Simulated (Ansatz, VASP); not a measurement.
## One calculation of Sn, two programs

```
Sn
1.0
     3.32678    0.00000    0.00000
    -1.66339    2.88107    0.00000
     0.00000    0.00000    5.47628
Sn
2
Direct
  0.33333 0.66667 0.25000
  0.66667 0.33333 0.75000
```

Alike in both runs: functional PBEsol; k mesh 21 × 21 × 10; occupations gaussian, width 0.1 eV; no spin polarisation.

Ansatz relaxed the structure, and its values are those at the end. VASP's run is a single point on that final structure, the one shown.

|  | VASP | Ansatz |
| --- | --- | --- |
| version | VASP 6.6.1 | Ansatz 0.2.0 |
| potentials or method | VASP PAW PBE potentials, release 64 (Sn_d), cutoff 520 eV | scalar-relativistic, plane waves, PAW |
| valence electrons in the cell | 28 | 28 |

|  | VASP | Ansatz | Ansatz less VASP |
| --- | --- | --- | --- |
| gap on the k mesh at the Fermi level (eV) | none | none | - |
| pressure (GPa) | -0.1 | 0.0 | +0.09 |

VASP's potentials were made for PBE, not for PBEsol. A gap of «none» marks a metal or a gap that the smearing closes. With one functional, cell and mesh, what is left measures potentials, basis and numerics.
